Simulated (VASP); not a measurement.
Write the native input for VASP 6.6.1 that does the following.

- Task: relaxation of shape and atoms at fixed volume
- Functional: PBE
- Potentials or basis: VASP PAW PBE potentials, release 64 (Sn_d, Se)
- Cutoff: 600 eV
- k mesh: 12 × 12 × 4
- Occupations: gaussian, width 0.02 eV
- Spin: no spin polarisation
- Dipole correction: no
- Further INCAR settings: ALGO = Normal; EDIFF = 1e-07; IBRION = 2; EDIFFG = -0.01; NSW = 50; ISIF = 4

The structure of SnSe2 lies in POSCAR:

```
SnSe2
1.0
    3.9209364989      0.0000000000      0.0000000000
   -1.9604682494      3.3956306146      0.0000000000
    0.0000000000      0.0000000000      7.4952258209
Sn Se
1 2
Direct
    0.0000000000      0.0000000000      0.0000000000
    0.3333333333      0.6666666667      0.2153954083
    0.6666666667      0.3333333333      0.7846045917
```

These files were run (other wordings do the same):

INCAR

```
  PREC = Accurate
  ENCUT = 600
  EDIFF = 1E-7
  ISMEAR = 0
  SIGMA = 0.02
  LREAL = F
  LASPH = T
  NELM = 100
  ALGO = Normal
  ISIF = 4
  LWAVE = F
  LCHARG = F
  GGA = PE
  IBRION = 2
  NSW = 50
  EDIFFG = -0.01
```

KPOINTS

```
Automatic mesh
0
Gamma
  12 12 4
```

Potentials or basis: VASP PAW PBE potentials, release 64 (Sn_d, Se).

Launch:

```bash
$ cat potpaw_PBE.64/Sn_d/POTCAR potpaw_PBE.64/Se/POTCAR > POTCAR
$ mpirun -np 1 vasp_std > vasp.out
```

Results of the run:

The energy gained by relaxing is 6.1 meV/atom and the ionic steps are 7. The pressure after relaxing is -0.1 GPa. The largest force after relaxing is 0.004 eV/Å and the band gap on the k mesh is 0.74 eV (least direct gap 1.06 eV).

Caveat: semilocal functionals underestimate gaps, and a narrow one can read as zero; spin-orbit coupling is left out, which moves the levels of the heavy elements; this functional lacks dispersion, which binds layers or chains, so the pressure and a relaxed spacing across them are unreliable.

Run time: 5.8 min on 1 thread of Intel(R) Xeon(R) Platinum 8375C CPU @ 2.90GHz (Ice Lake), with other jobs on the host, peak memory 0.33 GiB.
